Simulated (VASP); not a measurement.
Wanted: the native input for a VASP 6.6.1 run.

| Quantity | Value |
| --- | --- |
| Task | single point |
| Functional | r2SCAN |
| Potentials or basis | VASP PAW PBE potentials, release 64 (Co) |
| Cutoff | 520 eV |
| k mesh | 14 × 14 × 8 |
| Occupations | fermi-dirac, width 0.1 eV |
| Spin | no spin polarisation |
| Dipole correction | no |
| Further INCAR settings | ALGO = Normal; EDIFF = 1e-06; NBANDS = 16 |

Co:

```
Co
1.0
     2.42715    0.00000    0.00000
    -1.21357    2.10197    0.00000
     0.00000    0.00000    3.91265
Co
2
Direct
  0.33333 0.66667 0.25000
  0.66667 0.33333 0.75000
```

These files were run (other wordings do the same):

POSCAR

```
Co
1.0
    2.4271453497      0.0000000000      0.0000000000
   -1.2135726748      2.1019695315      0.0000000000
    0.0000000000      0.0000000000      3.9126468217
Co
2
Direct
    0.3333333333      0.6666666667      0.2500000000
    0.6666666667      0.3333333333      0.7500000000
```

INCAR.step1

```
SYSTEM = Co
PREC = Accurate
ENCUT = 520
ISMEAR = -1
SIGMA = 0.1
LREAL = .False.
LASPH = .True.
NELM = 80
NBANDS = 16
GGA = PE
ALGO = Normal
EDIFF = 1E-4
LWAVE = .True.
LCHARG = .False.
```

INCAR.step2

```
SYSTEM = Co
PREC = Accurate
ENCUT = 520
EDIFF = 1E-6
ISMEAR = -1
SIGMA = 0.1
LREAL = .False.
LASPH = .True.
NELM = 80
ALGO = Normal
ISIF = 2
LWAVE = .False.
LCHARG = .True.
METAGGA = R2SCAN
LMIXTAU = .True.
LELF = .True.
LVHAR = .True.
NBANDS = 16
ISTART = 1
```

KPOINTS

```
regular mesh
0
Gamma
  14 14 8
  0 0 0
```

Potentials or basis: VASP PAW PBE potentials, release 64 (Co).

Launch:

```sh
$ cat potpaw_PBE.64/Co/POTCAR > POTCAR
$ cp INCAR.step1 INCAR
$ mpirun -np 1 vasp_std > vasp.out
$ cp INCAR.step2 INCAR
$ mpirun -np 1 vasp_std > vasp.out
```

Results of the run:

The pressure is 0.2 GPa and the band gap on the k mesh is zero (band 9 reaches 11.66 eV, above the bottom of band 10 at 9.98 eV).

Caveat: the PAW data sets were made with another functional, which shifts forces and pressure a little; the run has no spin polarisation, though such a crystal can be magnetic.

Wall time 110 s on 1 thread of Intel Xeon 6975P-C (shared host), peak memory 0.16 GiB.
